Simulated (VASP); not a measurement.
Ge2BiO2:

```
Ge Bi O
1.0
     4.34475    0.00000    0.00000
    -2.17238    3.76267    0.00000
     0.00000    0.00000    5.31709
Ge Bi O
2 1 2
Direct
  0.33333 0.66667 0.72649
  0.66667 0.33333 0.72649
  0.00000 0.00000 0.33688
  0.33333 0.66667 0.97742
  0.66667 0.33333 0.97742
```

The cell was generated, and may not be a known phase.

- Program: VASP 6.6.1
- Task: relaxation of cell and atoms
- Functional: PBE
- Potentials or basis: VASP PAW PBE potentials, release 64 (Ge_d, Bi_d, O)
- Cutoff: 600 eV
- k mesh: 6 × 6 × 4
- Occupations: gaussian, width 0.1 eV
- Spin: no spin polarisation

At the start: pressure 60.3 GPa; volume 17.38 Å³/atom.

Question: How do energy, volume and symmetry change on relaxing?

Answer: Over 34 steps the energy falls by 2280.3 meV/atom and the volume is 17.00 Å³/atom (-2.2 %); space group P6mm (No. 183, to 0.1 Å) before and after.

Step by step:
| step | energy change (eV) | largest force (eV/Å) | pressure (GPa) | volume (Å³) |
| --- | --- | --- | --- | --- |
| 1 | 0.0000 | 31.7007 | 60.33 | 86.92 |
| 2 | -5.2584 | 4.6720 | -3.53 | 182.56 |
| 3 | -6.6213 | 4.0394 | -6.36 | 168.31 |
| 4 | -6.5795 | 4.1808 | -6.38 | 165.52 |
| 5 | -6.4066 | 4.3495 | -6.26 | 161.15 |
| 6 | -5.0048 | 4.4140 | -1.98 | 121.90 |
| 7 | -7.4389 | 3.9609 | -4.33 | 117.70 |
| 8 | -6.6374 | 15.8510 | 24.30 | 100.46 |
| 9 | -8.2869 | 3.6153 | -4.96 | 114.01 |
| 10 | -10.3787 | 1.9856 | -2.50 | 107.74 |
| 11 | -10.3953 | 2.0203 | 1.26 | 105.48 |
| 12 | -10.4552 | 1.7136 | -0.78 | 106.56 |
| 13 | -10.4497 | 1.6290 | -0.10 | 106.18 |
| 14 | -10.8392 | 1.2331 | -3.80 | 104.77 |
| 15 | -10.9663 | 1.3425 | -6.26 | 103.57 |
| 16 | -11.1432 | 1.0423 | -5.03 | 100.13 |
| 17 | -11.3546 | 0.1665 | -0.62 | 91.58 |
| 18 | -11.3548 | 0.1426 | -0.40 | 91.28 |
| 19 | -11.3607 | 0.0380 | -0.16 | 91.33 |
| 20 | -11.3615 | 0.1382 | -0.04 | 91.36 |
| 21 | -11.3632 | 0.1218 | -0.17 | 91.34 |
| 22 | -11.3670 | 0.0722 | -0.52 | 91.29 |
| 23 | -11.3699 | 0.0874 | -1.23 | 91.18 |
| 24 | -11.3709 | 0.0973 | -1.22 | 91.04 |
| 25 | -11.3737 | 0.1269 | -1.05 | 90.60 |
| 26 | -11.3779 | 0.1895 | -0.71 | 89.74 |
| 27 | -11.3793 | 0.3114 | -0.03 | 88.01 |
| 28 | -11.3799 | 0.2666 | -0.35 | 88.64 |
| 29 | -11.3843 | 0.2852 | -0.20 | 87.99 |
| 30 | -11.3895 | 0.3263 | 0.11 | 86.37 |
| 31 | -11.3927 | 0.2816 | -0.05 | 86.18 |
| 32 | -11.3994 | 0.1492 | -0.07 | 85.58 |
| 33 | -11.3995 | 0.1057 | -0.05 | 84.40 |
| 34 | -11.4016 | 0.0206 | -0.12 | 84.99 |

Final structure:
```
Ge Bi O
1.0
     4.50633    0.00000    0.00000
    -2.25317    3.90260    0.00000
     0.00000    0.00000    4.83247
Ge Bi O
2 1 2
Direct
  0.33333 0.66667 0.58971
  0.66667 0.33333 0.58971
  0.00000 0.00000 0.15464
  0.33333 0.66667 0.20531
  0.66667 0.33333 0.20531
```

Caveat: an odd number of electrons without spin polarisation forces a metal; a magnetic or distorted state may lie lower.
